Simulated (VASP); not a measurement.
# Te (P6/mmm) in VASP: a series of runs, part 2 of 3

VASP 6.6.1. Earlier steps stand in the parts before.

## (5) Relaxation of cell and atoms, r2SCAN

This run uses another cell than the first one, of 38.76 Å³/atom.

POSCAR

```
Te
1.0
    6.0276758831      0.0000000000      0.0000000000
   -3.0138379415      5.2201204405      0.0000000000
    0.0000000000      0.0000000000      3.6952273892
Te
3
Direct
    0.0000000000      0.0000000000      0.0000000000
    0.3333333333      0.6666666667      0.5000000000
    0.6666666667      0.3333333333      0.5000000000
```

INCAR.step1

```
SYSTEM = Te
PREC = Accurate
ENCUT = 600
ISMEAR = 0
SIGMA = 0.1
LREAL = .False.
LASPH = .True.
NELM = 60
GGA = PE
ALGO = Normal
EDIFF = 1E-4
LWAVE = .True.
LCHARG = .False.
```

INCAR.step2

```
SYSTEM = Te
PREC = Accurate
ENCUT = 600
EDIFF = 1E-6
ISMEAR = 0
SIGMA = 0.1
LREAL = .False.
LASPH = .True.
NELM = 60
ALGO = Normal
ISIF = 3
LWAVE = .False.
LCHARG = .False.
METAGGA = R2SCAN
LMIXTAU = .True.
IBRION = 2
NSW = 90
EDIFFG = -0.04
ISTART = 1
```

KPOINTS

```
regular mesh
0
Gamma
  3 3 6
  0 0 0
```

Command:

```sh
$ cat potpaw_PBE.64/Te/POTCAR > POTCAR
$ cp INCAR.step1 INCAR
$ mpirun -np 1 vasp_std > vasp.out
$ cp INCAR.step2 INCAR
$ mpirun -np 1 vasp_std > vasp.out
```

Run time: 6.3 min. Hardware: 1 thread of Intel Xeon 6975P-C (Granite Rapids), shared host; peak memory 0.27 GiB.

Results (log left out):

- Free energy: -75.0276 eV
- Relaxed volume: 28.86 Å³/atom
- Relaxed cell: a = 5.621 Å, b = 5.621 Å, c = 3.165 Å, α = 90.00°, β = 90.00°, γ = 120.00°
- Space group after relaxing (to 0.1 Å): P6/mmm (No. 191)
- Energy gained by relaxing: 356.4 meV/atom
- Ionic steps: 12
- Pressure after relaxing: 0.0 GPa
- Band gap on the k mesh: zero (bands 9 and 10 overlap by 4.70 eV)

Step by step:
```csv
step,energy change (eV),largest force (eV/Å),pressure (GPa),volume (Å³)
1,0.0000,0.0000,-7.93,116.27
2,-1.0123,0.0000,-0.38,86.88
3,-1.0133,0.0000,0.04,86.21
4,-1.0435,0.0000,0.25,85.84
5,-1.0624,0.0000,0.73,85.40
6,-1.0007,0.0000,2.19,84.36
7,-1.0646,0.0000,0.86,85.28
8,-1.0649,0.0000,0.98,85.17
9,-1.0631,0.0000,-0.70,87.83
10,-1.0684,0.0000,0.20,86.34
11,-1.0690,0.0000,-0.08,86.70
12,-1.0692,0.0000,0.00,86.59
```

Final structure:
```
Te
1.0
     5.62084    0.00000    0.00000
    -2.81042    4.86779    0.00000
     0.00000    0.00000    3.16482
Te
3
Cartesian
  0.0000 0.0000 0.0000
  0.0000 3.2452 1.5824
  2.8104 1.6226 1.5824
```

Levels at points of the mesh, in eV from the Fermi level:
| k point | band 5 | band 6 | band 7 | band 8 | band 9 | band 10 | band 11 | band 12 | band 13 |
| --- | --- | --- | --- | --- | --- | --- | --- | --- | --- |
| (0.00, 0.00, 0.00) | -4.80 | -4.37 | -4.37 | 1.14 | 2.53 | 2.53 | 3.82 | 3.98 | 6.21 |
| (0.00, 0.00, 0.50) | -4.38 | -3.84 | -3.06 | -3.06 | -1.29 | -1.29 | -0.24 | -0.24 | 3.62 |

Caveat: the k points lie up to 0.43 Å⁻¹ apart in the final cell, too coarse for converged energies and pressures of a metal; the volume moved by over 15 % at a fixed basis, so the end points are rough; the PAW data sets were made with another functional, which shifts forces and pressure a little; spin-orbit coupling is left out, which moves the levels of the heavy elements.

## (6) Single point, r2SCAN

This run uses another cell than the first one, of 29.59 Å³/atom.

POSCAR

```
Te
1.0
    5.7931391369      0.0000000000      0.0000000000
   -2.8965695685      5.0170056602      0.0000000000
    0.0000000000      0.0000000000      3.0539070512
Te
3
Direct
    0.0000000000      0.0000000000      0.0000000000
    0.3333333333      0.6666666667      0.5000000000
    0.6666666667      0.3333333333      0.5000000000
```

INCAR.step1

```
PREC = Accurate ; ENCUT = 520
ISMEAR = 0 ; SIGMA = 0.1
LREAL = F ; LASPH = T
NELM = 60 ; NBANDS = 16
GGA = PE ; ALGO = Normal
EDIFF = 1E-4 ; LWAVE = T
LCHARG = F
```

INCAR.step2

```
PREC = Accurate ; ENCUT = 520
EDIFF = 1E-7 ; ISMEAR = 0
SIGMA = 0.1 ; LREAL = F
LASPH = T ; NELM = 60
ALGO = Normal ; ISIF = 2
LWAVE = F ; LCHARG = T
METAGGA = R2SCAN ; LMIXTAU = T
LELF = T ; LVHAR = T
NBANDS = 16 ; ISTART = 1
```

KPOINTS

```
regular mesh
0
Gamma
  9 9 16
```

Potentials or basis: VASP PAW PBE potentials, release 64 (Te).

Command:

```sh
$ cat potpaw_PBE.64/Te/POTCAR > POTCAR
$ cp INCAR.step1 INCAR
$ mpirun -np 1 vasp_std > vasp.out
$ cp INCAR.step2 INCAR
$ mpirun -np 1 vasp_std > vasp.out
```

OUTCAR:

```text
PREC = Accurate
   ENCUT = 520
   EDIFF = 1E-7
   ISMEAR = 0
   LREAL = F
   LASPH = T
   NELM = 60
   ISIF = 2
   METAGGA = R2SCAN
   ISTART = 1

 ion  position               nearest neighbor table
   1  0.000  0.000  0.000-   2 3.68   3 3.68   2 3.68   3 3.68   3 3.68   3 3.68   2 3.68   2 3.68
                             3 3.68   3 3.68   2 3.68   2 3.68
   2  0.333  0.667  0.500-   3 3.34   3 3.34   3 3.34   1 3.68   1 3.68   1 3.68   1 3.68   1 3.68
                             1 3.68
   3  0.667  0.333  0.500-   2 3.34   2 3.34   2 3.34   1 3.68   1 3.68   1 3.68   1 3.68   1 3.68
                             1 3.68

  LATTYP: Found a hexagonal cell.
 ALAT       =     5.7931391369
 C/A-ratio  =     0.5271592791

  Lattice vectors:

 A1 = (   5.7931391369,   0.0000000000,   0.0000000000)
 A2 = (  -2.8965695685,   5.0170056602,   0.0000000000)
 A3 = (   0.0000000000,   0.0000000000,   3.0539070512)

Analysis of symmetry for initial positions (statically):
=====================================================================
 Subroutine PRICEL returns:
 Original cell was already a primitive cell.

 Routine SETGRP: Setting up the symmetry group for a
 hexagonal supercell.

 Subroutine GETGRP returns: Found 24 space group operations
 (whereof 24 operations were pure point group operations)
 out of a pool of 24 trial point group operations.

The static configuration has the point symmetry D_6h.

Analysis of symmetry for dynamics (positions and initial velocities):
=====================================================================
 Subroutine PRICEL returns:
 Original cell was already a primitive cell.

 Routine SETGRP: Setting up the symmetry group for a
 hexagonal supercell.

 Subroutine GETGRP returns: Found 24 space group operations
 (whereof 24 operations were pure point group operations)
 out of a pool of 24 trial point group operations.

The dynamic configuration has the point symmetry D_6h.

[... 121 lines left out ...]
  volume/ion in A,a.u.               =      29.59       199.66
  Fermi-wavevector in a.u.,A,eV,Ry     =   0.961821  1.817578 12.586742  0.925099
  Thomas-Fermi vector in A             =   2.091226
   LORBIT       =      0    0 simple, 1 ext, 2 COOP (PROOUT), +10 PAW based schemes
   METAGGA = R2SCAN    functional components
   LHFCALC =     F    Hartree Fock is set to
   AEXX    =    0.0000 exact exchange contribution
   IVDW    =     0    specifies the selected vdW correction
   LEPSILON=     F    determine dielectric tensor
   LRPA    =     F    only Hartree local field effects (RPA)
 non-spin polarized calculation
 Gauss-broadening in eV      SIGMA  =   0.10
  energy-cutoff  :      520.00
  volume of cell :       88.76
 maximum number of plane-waves:      2423
 NGX is ok and might be reduce to    48
   NGX = 21   NGY = 21   NGZ = 11

 number of electron      18.0000002 magnetization

 Free energy of the ion-electron system (eV)
  ---------------------------------------------------
  ext. energy  EPLUGINS =         0.00000000
  ---------------------------------------------------
  free energy    TOTEN  =       -75.01372187 eV

  energy without entropy =      -75.00275990  energy(sigma->0) =      -75.00824088

 E-fermi :   7.1579     XC(G=0): -10.3257

 val. band max:        7.1561117725   @ k =   0.4444   0.1111   0.3125
 cond. band min:       7.1701997663   @ k =   0.4444   0.0000   0.1875
 fundamental gap:      0.0140879938
 Fermi energy:         7.1579239772

 k-point     1 :       0.0000    0.0000    0.0000
  band No.  band energies     occupation
      1      -7.0886      2.00000
      2      -4.3639      2.00000
      3      -4.2032      2.00000
      4       2.5220      2.00000
      5       2.5220      2.00000
      6       2.9054      2.00000
[... 433 lines left out ...]
      3      -5.2036      2.00000
      4       2.7939      2.00000
      5       3.1561      2.00000
      6       3.1561      2.00000
[... 8 lines left out ...]
     15      13.2454      0.00000
     16      16.8664      0.00000

 [... further k-points ...]

------------------------ aborting loop because EDIFF is reached ----------------------------------------

  FORCE on cell =-STRESS in cart. coord.  units (eV):
  Direction    XX          YY          ZZ          XY          YZ          ZX
  --------------------------------------------------------------------------------------
  -------------------------------------------------------------------------------------
  Total       -0.0287006     -0.0287006     -0.0248318      0.0000000      0.0000000      0.0000000
  in kB       -0.5180677     -0.5180677     -0.4482337      0.0000000      0.0000000      0.0000000
  external PRESSURE =      -0.4947897 kB  Pullay stress =       0.0000000 kB

 VOLUME and BASIS-vectors are now :
 -----------------------------------------------------------------------------
  energy-cutoff  :      520.00
  volume of cell :       88.76
      direct lattice vectors                 reciprocal lattice vectors
     5.793139137  0.000000000  0.000000000     0.172617984  0.099661040  0.000000000
    -2.896569568  5.017005660  0.000000000     0.000000000  0.199322079  0.000000000
     0.000000000  0.000000000  3.053907051     0.000000000  0.000000000  0.327449390

 POSITION                                       TOTAL-FORCE (eV/Angst)
 -----------------------------------------------------------------------------------
      0.00000      0.00000      0.00000         0.000000     -0.000000     -0.000000
     -0.00000      3.34467      1.52695         0.000000     -0.000000      0.000000
      2.89657      1.67234      1.52695        -0.000000      0.000000     -0.000000
 -----------------------------------------------------------------------------------
    total drift:                               -0.000000      0.000000     -0.000000

  FREE ENERGIE OF THE ION-ELECTRON SYSTEM (eV)
  ---------------------------------------------------
  free  energy   TOTEN  =       -75.0137218709 eV

  energy  without entropy=      -75.0027598965  energy(sigma->0) =      -75.00824088
```

OUTCAR.step1:

```text
PREC = Accurate
   ENCUT = 520
   ISMEAR = 0
   LREAL = F
[... 686 lines left out ...]
      0.00000      0.00000      0.00000        -0.000000      0.000000      0.000000
     -0.00000      3.34467      1.52695         0.000000     -0.000000      0.000000
      2.89657      1.67234      1.52695        -0.000000      0.000000     -0.000000
 -----------------------------------------------------------------------------------
    total drift:                               -0.000000      0.000000     -0.000000

  FREE ENERGIE OF THE ION-ELECTRON SYSTEM (eV)
  ---------------------------------------------------
  free  energy   TOTEN  =        -8.4417320560 eV

  energy  without entropy=       -8.4304218810  energy(sigma->0) =       -8.43607697
```

Wall time 4.5 min (1 thread of Intel Xeon 6975P-C (Granite Rapids), shared host); peak memory 0.3 GiB.

Results:

| Property | Result |
| --- | --- |
| Free energy | -75.0137 eV |
| Pressure | 0.0 GPa |
| Band gap on the k mesh | zero (bands 9 and 10 overlap by 4.08 eV) |

Caveat: the PAW data sets were made with another functional, which shifts forces and pressure a little; spin-orbit coupling is left out, which moves the levels of the heavy elements.

[end of part 2 of 3]

The gap in the log of VASP goes by the Fermi energy; the results here count the filled bands.